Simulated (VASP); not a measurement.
# Nb (Fd-3m) in VASP: further runs, part 2 of 2

VASP 6.6.1. The steps go on from the part before.

## Step 4: Relaxation of cell and atoms, PBEsol

INCAR reads:

```
SYSTEM = Nb
PREC = Accurate
ENCUT = 500
EDIFF = 1E-7
ISMEAR = 0
SIGMA = 0.1
LREAL = .FALSE.
LASPH = .TRUE.
NELM = 120
ALGO = Normal
ISIF = 3
LWAVE = .FALSE.
LCHARG = .FALSE.
GGA = PS
IBRION = 2
NSW = 90
EDIFFG = -0.04
GGA_COMPAT = .FALSE.
NELMIN = 4
```

KPOINTS reads:

```
Automatic mesh
0
G
  6 6 6
  0 0 0
```

POSCAR reads:

```
Nb
1.0
    0.0000000000      2.7527353420      2.7527353420
    2.7527353420      0.0000000000      2.7527353420
    2.7527353420      2.7527353420      0.0000000000
Nb
2
Direct
    0.5000000000      0.5000000000      0.5000000000
    0.7500000000      0.7500000000      0.7500000000
```

Potentials or basis: VASP PAW PBE potentials, release 64 (Nb_sv).

On the command line:

```
cat potpaw_PBE.64/Nb_sv/POTCAR > POTCAR
mpirun -np 1 vasp_std > vasp.out
```

OUTCAR:

```text
SYSTEM = Nb
   PREC = Accurate
   ENCUT = 500
   EDIFF = 1E-7
   ISMEAR = 0
   LREAL = .FALSE.
   LASPH = .TRUE.
   NELM = 120
   ISIF = 3
   GGA = PS
   IBRION = 2
   NSW = 90
   EDIFFG = -0.04
   NELMIN = 4

 ion  position               nearest neighbor table
   1  0.500  0.500  0.500-   2 2.38   2 2.38   2 2.38   2 2.38
   2  0.750  0.750  0.750-   1 2.38   1 2.38   1 2.38   1 2.38

  LATTYP: Found a face centered cubic cell.
 ALAT       =     5.5054706840

  Lattice vectors:

 A1 = (   0.0000000000,   2.7527353420,   2.7527353420)
 A2 = (   2.7527353420,   0.0000000000,   2.7527353420)
 A3 = (   2.7527353420,   2.7527353420,   0.0000000000)
[... 172 lines left out ...]

  FORCE on cell =-STRESS in cart. coord.  units (eV):
  Direction    XX          YY          ZZ          XY          YZ          ZX
  --------------------------------------------------------------------------------------
  -------------------------------------------------------------------------------------
  Total        4.5452843      4.5452843      4.5452843      0.0000000     -0.0000000      0.0000000
  in kB      174.5614192    174.5614192    174.5614192      0.0000000     -0.0000000      0.0000000
  external PRESSURE =     174.5614192 kB  Pullay stress =       0.0000000 kB
[... 95 lines left out ...]
--------------------------------------- Ionic step        4  -------------------------------------------

 number of electron      25.9999997 magnetization

 Free energy of the ion-electron system (eV)
  ---------------------------------------------------
  ext. energy  EPLUGINS =         0.00000000
  ---------------------------------------------------
  free energy    TOTEN  =       -16.58678347 eV

  energy without entropy =      -16.57239038  energy(sigma->0) =      -16.57958692

 E-fermi :   7.1280     XC(G=0): -10.7064

 val. band max:        7.0884553683   @ k =  -0.3333   0.3333   0.1667
 cond. band min:       7.1771786028   @ k =   0.5000   0.1667   0.0000
 fundamental gap:      0.0887232345
 Fermi energy:         7.1279660994

 k-point     1 :       0.0000    0.0000    0.0000
  band No.  band energies     occupation
      1     -47.3489      2.00000
      2     -46.5347      2.00000
      3     -23.7997      2.00000
      4     -23.7997      2.00000
      5     -23.7997      2.00000
      6     -22.5285      2.00000
[... 338 lines left out ...]
  FREE ENERGIE OF THE ION-ELECTRON SYSTEM (eV)
  ---------------------------------------------------
  free  energy   TOTEN  =       -16.5867834702 eV

  energy  without entropy=      -16.5723903783  energy(sigma->0) =      -16.57958692

 reached required accuracy - stopping structural energy minimisation
```

OSZICAR:

```text
N       E                     dE             d eps       ncg     rms          rms(c)
DAV:   1     0.304118950073E+03    0.30412E+03   -0.15027E+04   544   0.154E+03
DAV:   2     0.880006267872E+01   -0.29532E+03   -0.29085E+03   640   0.605E+02
DAV:   3    -0.149284735350E+02   -0.23729E+02   -0.22766E+02  1044   0.121E+02
DAV:   4    -0.161765397714E+02   -0.12481E+01   -0.12083E+01   711   0.234E+01
[... 44 lines left out ...]
DAV:   5    -0.165867828843E+02   -0.15243E-03   -0.46148E-04   963   0.142E-01    0.296E-02
DAV:   6    -0.165867838233E+02   -0.93899E-06   -0.30621E-05   688   0.558E-02    0.177E-03
DAV:   7    -0.165867837628E+02    0.60497E-07   -0.18973E-06   842   0.127E-02    0.242E-03
DAV:   8    -0.165867835633E+02    0.19948E-06   -0.72687E-08   342   0.265E-03    0.131E-03
DAV:   9    -0.165867834702E+02    0.93152E-07   -0.20126E-08   285   0.217E-03
   4 F= -.16586783E+02 E0= -.16579587E+02  d E =-.362984E+00
```

It used 140 s of CPU time on 1 thread of AMD EPYC 7R13 Processor (Zen 3) (shared host).

Results:

| Property | Result |
| --- | --- |
| Free energy | -16.5868 eV |
| Relaxed volume | 24.51 Å³/atom |
| Relaxed cell | a = 4.108 Å, b = 4.108 Å, c = 4.108 Å, α = 60.00°, β = 60.00°, γ = 60.00° |
| Space group after relaxing (to 0.05 Å) | Fd-3m (No. 227) |
| Energy gained by relaxing | 181.5 meV/atom |
| Ionic steps | 4 |
| Pressure after relaxing | -0.1 GPa |
| Band gap on the k mesh | zero (band 13 reaches 7.66 eV, above the bottom of band 14 at 6.28 eV) |

The path:
| step | energy change (eV) | largest force (eV/Å) | pressure (GPa) | volume (Å³) |
| --- | --- | --- | --- | --- |
| 1 | 0.0000 | 0.0000 | 17.46 | 41.72 |
| 2 | -0.1066 | 0.0000 | -8.82 | 57.00 |
| 3 | -0.3627 | 0.0000 | -0.42 | 49.23 |
| 4 | -0.3630 | 0.0000 | -0.05 | 49.01 |

Final structure:
```
CELL_PARAMETERS angstrom
0.00000 2.90461 2.90461
2.90461 0.00000 2.90461
2.90461 2.90461 0.00000
ATOMIC_POSITIONS crystal
Nb 0.50000 0.50000 0.50000
Nb 0.75000 0.75000 0.75000
```

Levels at points of the mesh, in eV from the Fermi level:
| k point | band 9 | band 10 | band 11 | band 12 | band 13 | band 14 | band 15 | band 16 | band 17 |
| --- | --- | --- | --- | --- | --- | --- | --- | --- | --- |
| (0.00, 0.00, 0.00) | -4.58 | -1.63 | -1.63 | -0.58 | -0.58 | -0.58 | 1.97 | 1.97 | 1.97 |
| (0.50, 0.00, 0.00) | -1.84 | -1.75 | -1.43 | -1.43 | -0.85 | -0.85 | 0.74 | 3.13 | 3.13 |
| (0.50, 0.50, 0.00) | -2.60 | -2.60 | -0.79 | -0.79 | 0.47 | 0.47 | 1.28 | 1.28 | 4.91 |

Caveat: the volume moved by over 15 % at a fixed basis, so the end points are rough; the PAW data sets were made with another functional, which shifts forces and pressure a little.

## Step 5: Summary

| task | cell | gap on the mesh (eV) | pressure (GPa) |
| --- | --- | --- | --- |
| single point | a = 3.893 Å, angles 60.0°, 2 atoms | none | 17.5 |
| single point | a = 4.107 Å, angles 60.0°, 2 atoms | none | 0.2 |
| relaxation of cell and atoms | relaxed from a = 3.893 Å, angles 60.0°, 2 atoms | none | -0.1 |

Alike in all rows: level PBEsol; potentials or basis VASP PAW PBE potentials, release 64 (Nb_sv); no spin polarisation; k mesh 6 × 6 × 6; cutoff (eV) 500; smearing gaussian 0.1 eV.

Caveats: the PAW data sets were made with another functional, which shifts forces and pressure a little; the volume moved by over 15 % at a fixed basis, so the end points are rough (some runs).

Total energies depend on the potentials used, so only differences within one code and one set of settings carry meaning.
